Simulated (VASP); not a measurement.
A run of VASP 6.6.1:

The input INCAR:

```
PREC = Accurate ; ENCUT = 600
EDIFF = 1E-6 ; ISMEAR = 0
SIGMA = 0.02 ; LREAL = False
LASPH = True ; NELM = 80
ALGO = Normal ; ISIF = 3
LWAVE = False ; LCHARG = False
GGA = PE ; IBRION = 2
NSW = 100 ; EDIFFG = -0.01
```

KPOINTS

```
regular mesh
0
Gamma
  8 8 8
```

The input POSCAR:

```
ZnO
1.0
    4.0416598477      0.0000000000      0.0000000000
    0.0000000000      4.0416598477      0.0000000000
    0.0000000000      0.0000000000      3.4539712180
Zn O
1 1
Direct
    0.0000000000      0.0000000000      0.0000000000
    0.0000000000      0.0000000000      0.5000000000
```

Potentials or basis: VASP PAW PBE potentials, release 64 (Zn, O).

Launch:

```console
$ cat potpaw_PBE.64/Zn/POTCAR potpaw_PBE.64/O/POTCAR > POTCAR
$ mpirun -np 1 vasp_std > vasp.out
```

Hardware: 1 thread of AMD EPYC 9R45 96-Core Processor (Zen 5), on a shared host.

Task: Estimate the wall time of this run.

Result: It took 3.5 min on 1 thread of AMD EPYC 9R45 96-Core Processor (Zen 5), with other jobs on the host, peak memory 0.2 GiB. Counts: scf iterations 134, k points 75, ion steps 18.
